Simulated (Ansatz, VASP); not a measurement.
## AlN in VASP and in Ansatz

Contents of INCAR:

```
SYSTEM = AlN
ALGO = Normal
EDIFF = 1E-6
ENCUT = 600
GGA_COMPAT = .FALSE.
ISIF = 2
ISMEAR = 0
LASPH = .TRUE.
LCHARG = .TRUE.
LELF = .TRUE.
LREAL = .FALSE.
LVHAR = .TRUE.
LWAVE = .FALSE.
NBANDS = 11
NELM = 120
PREC = Accurate
SIGMA = 0.05
```

KPOINTS

```
k-points
0
G
  10 10 10
  0 0 0
```

Contents of POSCAR:

```
AlN
1.0
    0.0000000000      2.1362439000      1.9327921000
    2.1362439000      0.0000000000      1.9327921000
    2.1362439000      2.1362439000      0.0000000000
Al N
1 1
Direct
    0.5000000000      0.5000000000      0.5000000000
    0.0000000000      0.0000000000      0.0000000000
```

Input for Ansatz:

```yaml
crystal:
  lattice:
    - [0.0, 2.1362439, 1.9327921]
    - [2.1362439, 0.0, 1.9327921]
    - [2.1362439, 2.1362439, 0.0]
  atoms:
    - { symbol: Al, position: [0.5, 0.5, 0.5] }
    - { symbol: "N", position: [0.0, 0.0, 0.0] }
basis:
  ecutwfc: 420
kpoints:
  mp_grid: { grid: [10, 10, 10] }
hamiltonian:
  xc: lda
scf:
  occupations: { method: gaussian, width: 0.05 }
output:
  forces: true
  stress: true
  eigenvalues: true
```

Change from the starting cell: strain +0.050 along x and y, -0.050 along z, atoms carried along.

Alike in both runs: task single point; functional LDA; k mesh 10 × 10 × 10; occupations gaussian, width 0.05 eV; no spin polarisation.

|  | VASP | Ansatz |
| --- | --- | --- |
| version | VASP 6.6.1 | Ansatz 0.2.0 |
| potentials or method | VASP PAW LDA potentials, release 64 (Al, N), cutoff 600 eV | scalar-relativistic, plane waves, PAW |
| valence electrons in the cell | 8 | 8 |

```tsv
	VASP	Ansatz	Ansatz less VASP
gap on the k mesh at the Fermi level (eV)	3.25	3.27	+0.011
least direct gap on the mesh (eV)	4.49	4.48	-0.018
pressure (GPa)	-16.0	-16.4	-0.40
traceless stress, the component that is largest in VASP (GPa)	14.70	14.16	-0.541
```

LDA's correlation is that of Perdew and Zunger in VASP and of Perdew and Wang (1992) in Ansatz.
